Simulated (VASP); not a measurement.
# BiOs (F-43m) in VASP: a series of runs, part 2 of 2

VASP 6.6.1. The steps go on from the part before.

### Step 3. Single point, PBEsol (27.14 Å³/atom)

This run uses another cell than the first one, of 27.14 Å³/atom.

The input, INCAR:

```
SYSTEM = BiOs
PREC = Accurate
ENCUT = 520
EDIFF = 1E-6
ISMEAR = 0
SIGMA = 0.05
LREAL = .False.
LASPH = .True.
NELM = 60
ALGO = Normal
ISIF = 2
LWAVE = .False.
LCHARG = .False.
GGA = PS
NBANDS = 18
```

The input, KPOINTS:

```
regular mesh
0
Gamma
  10 10 10
  0 0 0
```

The input, POSCAR:

```
BiOs
1.0
    0.0000000000      3.0050299075      3.0050299075
    3.0050299075      0.0000000000      3.0050299075
    3.0050299075      3.0050299075      0.0000000000
Os Bi
1 1
Direct
    0.0000000000      0.0000000000      0.0000000000
    0.2500000000      0.2500000000      0.2500000000
```

Potentials or basis: VASP PAW PBE potentials, release 64 (Os, Bi_d).

Started as:

```
$ cat potpaw_PBE.64/Os/POTCAR potpaw_PBE.64/Bi_d/POTCAR > POTCAR
$ mpirun -np 1 vasp_std > vasp.out
```

OUTCAR:

```text
SYSTEM = BiOs
   PREC = Accurate
   ENCUT = 520
   EDIFF = 1E-6
   ISMEAR = 0
   LREAL = .False.
   LASPH = .True.
   NELM = 60
   ISIF = 2
   GGA = PS

 ion  position               nearest neighbor table
   1  0.000  0.000  0.000-   2 2.60   2 2.60   2 2.60   2 2.60
   2  0.250  0.250  0.250-   1 2.60   1 2.60   1 2.60   1 2.60

  LATTYP: Found a face centered cubic cell.
 ALAT       =     6.0100598150

  Lattice vectors:

 A1 = (   0.0000000000,   3.0050299075,   3.0050299075)
 A2 = (   3.0050299075,   0.0000000000,   3.0050299075)
 A3 = (   3.0050299075,   3.0050299075,   0.0000000000)

Analysis of symmetry for initial positions (statically):
=====================================================================
 Subroutine PRICEL returns:
 Original cell was already a primitive cell.

 Routine SETGRP: Setting up the symmetry group for a
 face centered cubic supercell.

 Subroutine GETGRP returns: Found 24 space group operations
 (whereof 24 operations were pure point group operations)
 out of a pool of 48 trial point group operations.

The static configuration has the point symmetry T_d .

Analysis of symmetry for dynamics (positions and initial velocities):
=====================================================================
 Subroutine PRICEL returns:
 Original cell was already a primitive cell.

 Routine SETGRP: Setting up the symmetry group for a
 face centered cubic supercell.

 Subroutine GETGRP returns: Found 24 space group operations
 (whereof 24 operations were pure point group operations)
 out of a pool of 48 trial point group operations.

The dynamic configuration has the point symmetry T_d .

 Subroutine INISYM returns: Found 24 space group operations
 (whereof 24 operations are pure point group operations),
 and found     1 'primitive' translations

----------------------------------------------------------------------------------------

                                     Primitive cell

  volume of cell :      54.2721

  direct lattice vectors                    reciprocal lattice vectors
     0.000000000  3.005029907  3.005029907    -0.166387695  0.166387695  0.166387695
     3.005029907  0.000000000  3.005029907     0.166387695 -0.166387695  0.166387695
     3.005029907  3.005029907  0.000000000     0.166387695  0.166387695 -0.166387695

  length of vectors
     4.249754051  4.249754051  4.249754051     0.288191942  0.288191942  0.288191942

  position of ions in fractional coordinates (direct lattice)
     0.000000000  0.000000000  0.000000000
     0.250000000  0.250000000  0.250000000

  ion indices of the primitive-cell ions
   primitive index   ion index
                 1           1
                 2           2

----------------------------------------------------------------------------------------

 KPOINTS: regular mesh

Automatic generation of k-mesh.
 Grid dimensions read from file:
 generate k-points for:   10   10   10

 Generating k-lattice:

  Cartesian coordinates                     Fractional coordinates (reciprocal lattice)
    -0.016638770  0.016638770  0.016638770     0.100000000  0.000000000  0.000000000
     0.016638770 -0.016638770  0.016638770     0.000000000  0.100000000  0.000000000
     0.016638770  0.016638770 -0.016638770     0.000000000  0.000000000  0.100000000

  Length of vectors
     0.028819194  0.028819194  0.028819194

  Shift w.r.t. Gamma in fractional coordinates (k-lattice)
     0.000000000  0.000000000  0.000000000

 Subroutine IBZKPT returns following result:
 ===========================================

 Found     47 irreducible k-points:

 Following reciprocal coordinates:
            Coordinates               Weight
  0.000000  0.000000  0.000000      1.000000
  0.100000  0.000000  0.000000      8.000000
  0.200000  0.000000  0.000000      8.000000
  0.300000  0.000000  0.000000      8.000000
  0.400000  0.000000  0.000000      8.000000
  0.500000  0.000000  0.000000      4.000000
[... 16 lines left out ...]
  0.300000  0.300000  0.000000      6.000000
  0.400000  0.300000  0.000000     24.000000
 [... further k-points ...]
   k-points           NKPTS =     47   k-points in BZ     NKDIM =     47   number of bands    NBANDS=     18
   number of dos      NEDOS =    301   number of ions     NIONS =      2
   total plane-waves  NPLWV =  32768
   dimension x,y,z NGX =    32 NGY =   32 NGZ =   32
   dimension x,y,z NGXF=    64 NGYF=   64 NGZF=   64
   ions per type =               1   1
   NGX,Y,Z   is equivalent  to a cutoff of  12.52, 12.52, 12.52 a.u.
   NGXF,Y,Z  is equivalent  to a cutoff of  25.04, 25.04, 25.04 a.u.
 SYSTEM =  BiOs
   PREC   = accura    normal or accurate (medium, high low for compatibility)
   ISTART =      0    job   : 0-new  1-cont  2-samecut
   ICHARG =      2    charge: 1-file 2-atom 10-const
   ISPIN  =      1    spin polarized calculation?
   LNONCOLLINEAR =      F non collinear calculations
   LSORBIT =      F    spin-orbit coupling
   LASPH  =      T    aspherical Exc in radial PAW
   ENCUT  =  520.0 eV  38.22 Ry    6.18 a.u.   7.90  7.90  7.90*2*pi/ulx,y,z
   NELM   =     60;   NELMIN=  2; NELMDL= -5     # of ELM steps
   EDIFF  = 0.1E-05   stopping-criterion for ELM
   LREAL  =      F    real-space projection
   EDIFFG = 0.1E-04   stopping-criterion for IOM
   NSW    =      0    number of steps for IOM
   IBRION =     -1    ionic relax: 0-MD 1-quasi-New 2-CG
   NFREE  =      0    steps in history (QN), initial steepest desc. (CG)
   ISIF   =      2    stress and relaxation
   ISYM   =      2    0-nonsym 1-usesym 2-fastsym
   POTIM  = 0.5000    time-step for ionic-motion
   TEBEG  =    0.0;   TEEND  =   0.0 temperature during run
   PSTRESS=    0.0 pullay stress
   NELECT =      23.0000    total number of electrons
   NUPDOWN=      -1.0000    fix difference up-down
   EMIN   =  10.00;   EMAX   =-10.00  energy-range for DOS
   EFERMI =   0.00;   METHOD = LEGACY
   ISMEAR =     0;   SIGMA  =   0.05  broadening in eV -4-tet -1-fermi 0-gaus
   EFERMI_NEDOS =   21; number of points for ismear=-14 and -15
   IALGO  =     38    algorithm
   IMIX   =      4    mixing-type and parameters
     AMIX     =   0.40;   BMIX     =  1.00
     AMIX_MAG =   1.60;   BMIX_MAG =  1.00
  volume/ion in A,a.u.               =      27.14       183.12
  Fermi-wavevector in a.u.,A,eV,Ry     =   1.229680  2.323758 20.573533  1.512112
  Thomas-Fermi vector in A             =   2.364558
   LORBIT       =      0    0 simple, 1 ext, 2 COOP (PROOUT), +10 PAW based schemes
   GGA     = PS    functional components
   LHFCALC =     F    Hartree Fock is set to
   AEXX    =    0.0000 exact exchange contribution
   IVDW    =     0    specifies the selected vdW correction
   LEPSILON=     F    determine dielectric tensor
   LRPA    =     F    only Hartree local field effects (RPA)
 non-spin polarized calculation
 Gauss-broadening in eV      SIGMA  =   0.05
  energy-cutoff  :      520.00
  volume of cell :       54.27
 maximum number of plane-waves:      1476
   NGX = 15   NGY = 15   NGZ = 15

 number of electron      23.0000003 magnetization

 Free energy of the ion-electron system (eV)
  ---------------------------------------------------
  ext. energy  EPLUGINS =         0.00000000
  ---------------------------------------------------
  free energy    TOTEN  =       -13.32688095 eV

  energy without entropy =      -13.32474735  energy(sigma->0) =      -13.32581415

 E-fermi :   5.1451     XC(G=0): -10.4371

 val. band max:        5.1193916694   @ k =  -0.4000   0.3000   0.0000
 cond. band min:       5.1873227042   @ k =  -0.3000   0.3000   0.1000
 fundamental gap:      0.0679310348
 Fermi energy:         5.1450650231

 k-point     1 :       0.0000    0.0000    0.0000
  band No.  band energies     occupation
      1     -16.9913      2.00000
      2     -16.9913      2.00000
      3     -16.9913      2.00000
      4     -16.9380      2.00000
      5     -16.9380      2.00000
      6      -6.8134      2.00000
[... 10 lines left out ...]
     17      12.5286      0.00000
     18      12.5286      0.00000
[... 463 lines left out ...]
 k-point    24 :       0.4000    0.3000    0.0000
  band No.  band energies     occupation
      1     -17.0195      2.00000
      2     -16.9889      2.00000
      3     -16.9872      2.00000
      4     -16.9385      2.00000
      5     -16.9225      2.00000
      6      -5.6880      2.00000
[... 10 lines left out ...]
     17      15.5929      0.00000
     18      16.5702      0.00000

 [... further k-points ...]

------------------------ aborting loop because EDIFF is reached ----------------------------------------

  FORCE on cell =-STRESS in cart. coord.  units (eV):
  Direction    XX          YY          ZZ          XY          YZ          ZX
  --------------------------------------------------------------------------------------
  -------------------------------------------------------------------------------------
  Total        0.8074393      0.8074393      0.8074393      0.0000000      0.0000000      0.0000000
  in kB       23.8365868     23.8365868     23.8365868      0.0000000      0.0000000      0.0000000
  external PRESSURE =      23.8365868 kB  Pullay stress =       0.0000000 kB

 VOLUME and BASIS-vectors are now :
 -----------------------------------------------------------------------------
  energy-cutoff  :      520.00
  volume of cell :       54.27
      direct lattice vectors                 reciprocal lattice vectors
     0.000000000  3.005029907  3.005029907    -0.166387695  0.166387695  0.166387695
     3.005029907  0.000000000  3.005029907     0.166387695 -0.166387695  0.166387695
     3.005029907  3.005029907  0.000000000     0.166387695  0.166387695 -0.166387695

 POSITION                                       TOTAL-FORCE (eV/Angst)
 -----------------------------------------------------------------------------------
      0.00000      0.00000      0.00000         0.000000      0.000000      0.000000
      1.50251      1.50251      1.50251        -0.000000     -0.000000     -0.000000
 -----------------------------------------------------------------------------------
    total drift:                                0.000000      0.000000      0.000000

  FREE ENERGIE OF THE ION-ELECTRON SYSTEM (eV)
  ---------------------------------------------------
  free  energy   TOTEN  =       -13.3268809455 eV

  energy  without entropy=      -13.3247473480  energy(sigma->0) =      -13.32581415
```

stdout:

```text
POSCAR found type information on POSCAR OsBi
 POSCAR found :  2 types and       2 ions
 scaLAPACK will be used
 -----------------------------------------------------------------------------
|                                                                             |
|                                                                             |
|     You enforced a specific xc type in the INCAR file but a different       |
|     I HOPE YOU KNOW WHAT YOU ARE DOING!                                     |
|                                                                             |
 -----------------------------------------------------------------------------

 LDA part: xc-table for (Slater+PW92), standard interpolation
 POSCAR, INCAR and KPOINTS ok, starting setup
 FFT: planning ... GRIDC
 FFT: planning ... GRID_SOFT
 FFT: planning ... GRID
 WAVECAR not read
 entering main loop
```

Run time: 61 s. Hardware: 1 thread of Intel Xeon 8259CL, shared host; peak memory 0.18 GiB.

What came out:

| Quantity | Value |
| --- | --- |
| Free energy | -13.3269 eV |
| Pressure | 2.4 GPa |
| Band gap on the k mesh | zero (an odd number of electrons rules out a gap without spin polarisation) |

Caveat: the PAW data sets were made with another functional, which shifts forces and pressure a little; spin-orbit coupling is left out, which moves the levels of the heavy elements.

The gap in the log of VASP goes by the Fermi energy; the results here count the filled bands.